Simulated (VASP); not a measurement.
# B33N31 (a cell with a defect) in VASP: a series of runs

Runs on B33N31 (a cell with a defect). Level: PBEsol. Tasks: single point.

Everything below comes from runs of VASP 6.6.1. Logs are shortened: lines on timing, memory, paths and dates and some standing lists are left out, and cuts for length are marked.

## (1) The cell of the first run

The cell holds a defect, 64 atoms: a = 7.212 Å, b = 7.212 Å, c = 7.212 Å, α = 90.00°, β = 90.00°, γ = 90.00°.

## (2) Single point, PBEsol

Input file INCAR:

```
PREC = Accurate ; ENCUT = 520
EDIFF = 1E-6 ; ISMEAR = -1
SIGMA = 0.05 ; LREAL = Auto
LASPH = T ; NELM = 120
ALGO = Normal ; ISIF = 2
LWAVE = F ; LCHARG = F
GGA = PS ; NELECT = 256.0
ISYM = -1 ; NBANDS = 165
GGA_COMPAT = F
```

Input file KPOINTS:

```
explicit points
1
Reciprocal
  0.25000000   0.25000000   0.25000000 1
```

Input file POSCAR:

```
B33N31
1.0
    7.2115910000      0.0000000000      0.0000000000
    0.0000000000      7.2115910000      0.0000000000
    0.0000000000      0.0000000000      7.2115910000
B N
33 31
Direct
    0.9998180000      0.9997730000      0.9993270000
    0.0006140000      0.0006030000      0.5006070000
    0.0006680000      0.5010500000      0.0001970000
    0.9987780000      0.5001120000      0.4997090000
    0.5011110000      0.0005790000      0.0001620000
    0.5002320000      0.9987580000      0.4997370000
    0.5002170000      0.5001120000      0.9983320000
    0.4990070000      0.4989090000      0.4985040000
    0.6258760000      0.6257910000      0.6254230000
    0.2504880000      0.2503830000      0.9995160000
    0.2499110000      0.2498320000      0.5008190000
    0.2493830000      0.7491040000      0.0003670000
    0.2514730000      0.7502130000      0.4997360000
    0.7491220000      0.2492650000      0.0002950000
    0.7502070000      0.2513770000      0.4997000000
    0.7499130000      0.7498980000      0.9980080000
    0.7516870000      0.7516360000      0.4974170000
    0.2505020000      0.0000060000      0.2499590000
    0.2493770000      0.0007220000      0.7486960000
    0.2499260000      0.5012130000      0.2494330000
    0.2514810000      0.5000840000      0.7497720000
    0.7491000000      0.0007450000      0.2488850000
    0.7499190000      0.9984350000      0.7495310000
    0.7502020000      0.5000930000      0.2509360000
    0.7516890000      0.4978310000      0.7512320000
    0.0000110000      0.2503720000      0.2499490000
    0.0007840000      0.2493230000      0.7486630000
    0.0007900000      0.7490490000      0.2488780000
    0.9984730000      0.7499160000      0.7495440000
    0.5013210000      0.2498280000      0.2493600000
    0.5001910000      0.2513540000      0.7497690000
    0.5002200000      0.7501980000      0.2509780000
    0.4979030000      0.7516450000      0.7512800000
    0.1254720000      0.1254060000      0.1249480000
    0.1255070000      0.1254760000      0.6249090000
    0.1255270000      0.6253050000      0.1250350000
    0.1254210000      0.6253660000      0.6249630000
    0.6253890000      0.1254190000      0.1250250000
    0.6254060000      0.1253120000      0.6249590000
    0.6254310000      0.6253780000      0.1249040000
    0.3751240000      0.3750390000      0.1250610000
    0.3716750000      0.3715740000      0.6248560000
    0.3749640000      0.8758790000      0.1250060000
    0.3712630000      0.8795740000      0.6253850000
    0.8759230000      0.3748230000      0.1249870000
    0.8796260000      0.3711380000      0.6253010000
    0.8758160000      0.8757540000      0.1247790000
    0.8793410000      0.8793300000      0.6245670000
    0.3751370000      0.1255050000      0.3746150000
    0.3749560000      0.1253890000      0.8754520000
    0.3716730000      0.6253160000      0.3711470000
    0.3712550000      0.6257560000      0.8791570000
    0.8759150000      0.1254210000      0.3744390000
    0.8758090000      0.1251790000      0.8753520000
    0.8796410000      0.6257260000      0.3707230000
    0.8793710000      0.6249610000      0.8789120000
    0.1255570000      0.3750460000      0.3745870000
    0.1255020000      0.3748540000      0.8754140000
    0.1254980000      0.8758770000      0.3744460000
    0.1252860000      0.8757830000      0.8753930000
    0.6253570000      0.3715450000      0.3711140000
    0.6258210000      0.3711080000      0.8791300000
    0.6258220000      0.8795710000      0.3707410000
    0.6250200000      0.8793330000      0.8789370000
```

Potentials or basis: VASP PAW PBE potentials, release 64 (B, N).

The run is started by

```bash
cat potpaw_PBE.64/B/POTCAR potpaw_PBE.64/N/POTCAR > POTCAR
mpirun -np 1 vasp_std > vasp.out
```

OUTCAR:

```text
PREC = Accurate
   ENCUT = 520
   EDIFF = 1E-6
   ISMEAR = -1
   LREAL = Auto
   LASPH = T
   NELM = 120
   ISIF = 2
   GGA = PS
   NELECT = 256.0
   ISYM = -1

 ion  position               nearest neighbor table
   1  1.000  1.000  0.999-  54 1.55  60 1.55  47 1.56  34 1.57
   2  0.001  0.001  0.501-  48 1.53  35 1.56  53 1.56  59 1.56
   3  0.001  0.501  0.000-  56 1.53  36 1.56  45 1.56  58 1.56
   4  0.999  0.500  0.500-  46 1.56  55 1.56  57 1.57  37 1.57
   5  0.501  0.001  0.000-  64 1.53  38 1.56  50 1.56  43 1.56
   6  0.500  0.999  0.500-  63 1.56  44 1.56  39 1.57  49 1.57
[... 56 lines left out ...]
  63  0.626  0.880  0.371-  22 1.53   6 1.56  32 1.56  17 1.58
  64  0.625  0.879  0.879-   5 1.53  16 1.56  23 1.56  33 1.59

IMPORTANT INFORMATION: All symmetrisations will be switched off!
NOSYMM: (Re-)initialisation of all symmetry stuff for point group C_1.

----------------------------------------------------------------------------------------

                                     Primitive cell

  volume of cell :     375.0535

  direct lattice vectors                    reciprocal lattice vectors
     7.211591000  0.000000000  0.000000000     0.138665656  0.000000000  0.000000000
     0.000000000  7.211591000  0.000000000     0.000000000  0.138665656  0.000000000
     0.000000000  0.000000000  7.211591000     0.000000000  0.000000000  0.138665656

  length of vectors
     7.211591000  7.211591000  7.211591000     0.138665656  0.138665656  0.138665656

  position of ions in fractional coordinates (direct lattice)
     0.999818000  0.999773000  0.999327000
     0.000614000  0.000603000  0.500607000
     0.000668000  0.501050000  0.000197000
     0.998778000  0.500112000  0.499709000
     0.501111000  0.000579000  0.000162000
     0.500232000  0.998758000  0.499737000
[... 56 lines left out ...]
     0.625822000  0.879571000  0.370741000
     0.625020000  0.879333000  0.878937000

  ion indices of the primitive-cell ions
   primitive index   ion index
                 1           1
                 2           2
                 3           3
                 4           4
                 5           5
                 6           6
[... 56 lines left out ...]
                63          63
                64          64

----------------------------------------------------------------------------------------

 KPOINTS: explicit points

Read explicit list of k-points.

 Found      1 k-points:

 Following reciprocal coordinates:
            Coordinates               Weight
  0.250000  0.250000  0.250000      1.000000
   k-points           NKPTS =      1   k-points in BZ     NKDIM =      1   number of bands    NBANDS=    165
   number of dos      NEDOS =    301   number of ions     NIONS =     64
   total plane-waves  NPLWV = 157464
   dimension x,y,z NGX =    54 NGY =   54 NGZ =   54
   dimension x,y,z NGXF=   108 NGYF=  108 NGZF=  108
   ions per type =              33  31
   NGX,Y,Z   is equivalent  to a cutoff of  12.45, 12.45, 12.45 a.u.
   NGXF,Y,Z  is equivalent  to a cutoff of  24.90, 24.90, 24.90 a.u.
 SYSTEM =  unknown system
   PREC   = accura    normal or accurate (medium, high low for compatibility)
   ISTART =      0    job   : 0-new  1-cont  2-samecut
   ICHARG =      2    charge: 1-file 2-atom 10-const
   ISPIN  =      1    spin polarized calculation?
   LNONCOLLINEAR =      F non collinear calculations
   LSORBIT =      F    spin-orbit coupling
   LASPH  =      T    aspherical Exc in radial PAW
   ENCUT  =  520.0 eV  38.22 Ry    6.18 a.u.  13.41 13.41 13.41*2*pi/ulx,y,z
   NELM   =    120;   NELMIN=  2; NELMDL= -5     # of ELM steps
   EDIFF  = 0.1E-05   stopping-criterion for ELM
   LREAL  =      T    real-space projection
   EDIFFG = 0.1E-04   stopping-criterion for IOM
   NSW    =      0    number of steps for IOM
   IBRION =     -1    ionic relax: 0-MD 1-quasi-New 2-CG
   NFREE  =      0    steps in history (QN), initial steepest desc. (CG)
   ISIF   =      2    stress and relaxation
   ISYM   =     -1    0-nonsym 1-usesym 2-fastsym
   POTIM  = 0.5000    time-step for ionic-motion
   TEBEG  =    0.0;   TEEND  =   0.0 temperature during run
   PSTRESS=    0.0 pullay stress
   NELECT =     256.0000    total number of electrons
   NUPDOWN=      -1.0000    fix difference up-down
   EMIN   =  10.00;   EMAX   =-10.00  energy-range for DOS
   EFERMI =   0.00;   METHOD = LEGACY
   ISMEAR =    -1;   SIGMA  =   0.05  broadening in eV -4-tet -1-fermi 0-gaus
   EFERMI_NEDOS =   21; number of points for ismear=-14 and -15
   IALGO  =     38    algorithm
   IMIX   =      4    mixing-type and parameters
     AMIX     =   0.40;   BMIX     =  1.00
     AMIX_MAG =   1.60;   BMIX_MAG =  1.00
  volume/ion in A,a.u.               =       5.86        39.55
  Fermi-wavevector in a.u.,A,eV,Ry     =   1.441420  2.723888 28.268692  2.077690
  Thomas-Fermi vector in A             =   2.560054
   LORBIT       =      0    0 simple, 1 ext, 2 COOP (PROOUT), +10 PAW based schemes
   GGA     = PS    functional components
   LHFCALC =     F    Hartree Fock is set to
   AEXX    =    0.0000 exact exchange contribution
   IVDW    =     0    specifies the selected vdW correction
   LEPSILON=     F    determine dielectric tensor
   LRPA    =     F    only Hartree local field effects (RPA)
 non-spin polarized calculation
  energy-cutoff  :      520.00
  volume of cell :      375.05
 maximum number of plane-waves:     10107
 NGX is ok and might be reduce to    54
   NGX = 27   NGY = 27   NGZ = 27

 number of electron     256.0000044 magnetization

 Free energy of the ion-electron system (eV)
  ---------------------------------------------------
  ext. energy  EPLUGINS =         0.00000000
  ---------------------------------------------------
  free energy    TOTEN  =      -559.40576746 eV

  energy without entropy =     -559.40576746  energy(sigma->0) =     -559.40576746

 E-fermi :  10.6301     XC(G=0): -13.0881

 val. band max:        9.2997950025   @ k =   0.2500   0.2500   0.2500
 cond. band min:      12.8009152483   @ k =   0.2500   0.2500   0.2500
 fundamental gap:      3.5011202458
 Fermi energy:        10.6301251220

 k-point     1 :       0.2500    0.2500    0.2500
  band No.  band energies     occupation
      1     -12.6898      2.00000
      2     -11.7327      2.00000
      3     -11.7317      2.00000
      4     -11.5281      2.00000
      5     -10.7629      2.00000
      6     -10.7623      2.00000
[... 132 lines left out ...]
    139      15.5603      0.00000
    140      15.5956      0.00000
 [bands above 140 left out]

------------------------ aborting loop because EDIFF is reached ----------------------------------------

  FORCE on cell =-STRESS in cart. coord.  units (eV):
  Direction    XX          YY          ZZ          XY          YZ          ZX
  --------------------------------------------------------------------------------------
  -------------------------------------------------------------------------------------
  Total       37.0061958     37.0012924     36.9982579     -2.9711815     -2.9815530     -2.9736175
  in kB      158.0853993    158.0644526    158.0514897    -12.6924805    -12.7367859    -12.7028866
  external PRESSURE =     158.0671139 kB  Pullay stress =       0.0000000 kB

 VOLUME and BASIS-vectors are now :
 -----------------------------------------------------------------------------
  energy-cutoff  :      520.00
  volume of cell :      375.05
      direct lattice vectors                 reciprocal lattice vectors
     7.211591000  0.000000000  0.000000000     0.138665656  0.000000000  0.000000000
     0.000000000  7.211591000  0.000000000     0.000000000  0.138665656  0.000000000
     0.000000000  0.000000000  7.211591000     0.000000000  0.000000000  0.138665656

 POSITION                                       TOTAL-FORCE (eV/Angst)
 -----------------------------------------------------------------------------------
      7.21028      7.20995      7.20674        -0.004198     -0.008719      0.002492
      0.00443      0.00435      3.61017         0.008948     -0.000079      0.005046
      0.00482      3.61337      0.00142         0.001424     -0.004277     -0.003762
      7.20278      3.60660      3.60370         0.013759      0.008176      0.002892
      3.61381      0.00418      0.00117        -0.001107      0.003223      0.007411
      3.60747      7.20263      3.60390        -0.004370      0.000467      0.001948
[... 56 lines left out ...]
      4.51317      6.34311      2.67363        -0.000915     -0.008569      0.003314
      4.50739      6.34139      6.33853        -0.000227     -0.017368     -0.017770
 -----------------------------------------------------------------------------------
    total drift:                               -0.004231     -0.002069      0.009381

  FREE ENERGIE OF THE ION-ELECTRON SYSTEM (eV)
  ---------------------------------------------------
  free  energy   TOTEN  =      -559.4057674613 eV

  energy  without entropy=     -559.4057674613  energy(sigma->0) =     -559.40576746
```

Run time: 1.7 min. Hardware: 1 thread of Intel Xeon 6975P-C (Granite Rapids), shared host; peak memory 0.39 GiB.

What came out:

```
Free energy   : -559.4058 eV
Largest force : 0.030 eV/Å
```

Forces on the atoms (eV/Å):
```
B   -0.004 -0.009  0.002
B    0.009  0.000  0.005
B    0.001 -0.004 -0.004
B    0.014  0.008  0.003
B   -0.001  0.003  0.007
B   -0.004  0.000  0.002
B    0.001  0.008  0.001
B   -0.019 -0.014 -0.018
B    0.007  0.016  0.004
B    0.005  0.011 -0.004
B    0.001  0.005 -0.006
B    0.007 -0.004 -0.008
B    0.002 -0.006  0.006
B    0.010  0.007  0.003
B    0.006  0.003  0.007
B    0.008 -0.003  0.001
B    0.016  0.010 -0.009
B    0.002 -0.012  0.013
B    0.003  0.002 -0.002
B    0.001  0.003  0.001
B    0.002  0.019 -0.005
B    0.016 -0.006  0.005
B    0.005 -0.005 -0.013
B    0.011  0.012  0.008
B    0.018 -0.016  0.010
B   -0.001  0.012  0.011
B    0.000  0.000  0.001
B    0.002  0.010  0.007
B    0.003 -0.006 -0.015
B   -0.008  0.003  0.012
B    0.007  0.007 -0.005
B    0.003 -0.003  0.004
B   -0.010  0.007  0.003
N    0.001  0.001  0.006
N   -0.002 -0.012 -0.006
N   -0.003 -0.004 -0.002
N   -0.010  0.002  0.003
N   -0.009  0.002 -0.006
N    0.007  0.001  0.002
N    0.001 -0.004 -0.001
N   -0.001 -0.003 -0.004
N    0.003  0.004  0.001
N   -0.004 -0.004 -0.002
N   -0.006 -0.007 -0.007
N   -0.005  0.007 -0.006
N   -0.012  0.003  0.006
N   -0.002  0.000  0.001
N   -0.006 -0.014 -0.001
N   -0.003 -0.005  0.000
N   -0.004  0.003 -0.004
N    0.004 -0.006  0.011
N   -0.006 -0.002 -0.003
N   -0.005 -0.005  0.000
N    0.001  0.005 -0.005
N   -0.016  0.001  0.003
N   -0.012 -0.002 -0.010
N   -0.002 -0.006  0.007
N   -0.006  0.002  0.004
N   -0.005 -0.002  0.000
N   -0.005 -0.005 -0.008
N   -0.004  0.013  0.013
N   -0.002  0.007 -0.004
N   -0.001 -0.009  0.003
N    0.000 -0.017 -0.018
```

Caveat: the cell carries a net charge on a neutralising background, which shifts energy and pressure; the cell is charged against a uniform background, so pressure and absolute levels hang on convention; the PAW data sets were made with another functional, which shifts forces and pressure a little.

[end of part 1 of 2]
